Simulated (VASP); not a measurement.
Set up this calculation in VASP 6.6.1, as the native input.

```yaml
Task: single point
Functional: PBE
Potentials_or_basis: VASP PAW PBE potentials, release 64 (Na_pv, H)
Cutoff: 520 eV
k_mesh: 6 × 6 × 6
Occupations: gaussian, width 0.02 eV
Spin: no spin polarisation
Dipole_correction: no
Further_INCAR_settings: ALGO = Normal; EDIFF = 1e-07; NBANDS = 16
```

The structure of NaH lies in POSCAR:

```
NaH
1.0
    4.0507448699      0.0000000000      0.0000000000
   -2.0253724350      3.5080479616      0.0000000000
    0.0000000000      0.0000000000      4.9735052671
Na H
2 2
Direct
    0.3333333333      0.6666666667      0.2500000000
    0.6666666667      0.3333333333      0.7500000000
    0.3333333333      0.6666666667      0.7500000000
    0.6666666667      0.3333333333      0.2500000000
```

This cell differs from its parent crystal: volume scaled by 1.06, then relaxed in part.

The input as run:

INCAR

```
SYSTEM = NaH
ALGO = Normal ; EDIFF = 1E-7
ENCUT = 520 ; GGA = PE
ISIF = 2 ; ISMEAR = 0
LASPH = .True. ; LCHARG = .False.
LREAL = .False. ; LWAVE = .False.
NBANDS = 16 ; NELM = 60
PREC = Accurate ; SIGMA = 0.02
```

KPOINTS

```
k-points
0
Gamma
  6 6 6
  0 0 0
```

Potentials or basis: VASP PAW PBE potentials, release 64 (Na_pv, H).

Run with:

```bash
$ cat potpaw_PBE.64/Na_pv/POTCAR potpaw_PBE.64/H/POTCAR > POTCAR
$ mpirun -np 1 vasp_std > vasp.out
```

It gave:

```json
{
  "Pressure": "-1.0 GPa",
  "Band gap on the k mesh": "3.34 eV, indirect (least direct gap 4.19 eV)"
}
```

Run time: 26 s on 1 thread of Intel(R) Xeon(R) Platinum 8488C (Sapphire Rapids), with other jobs on the host, peak memory 0.18 GiB.
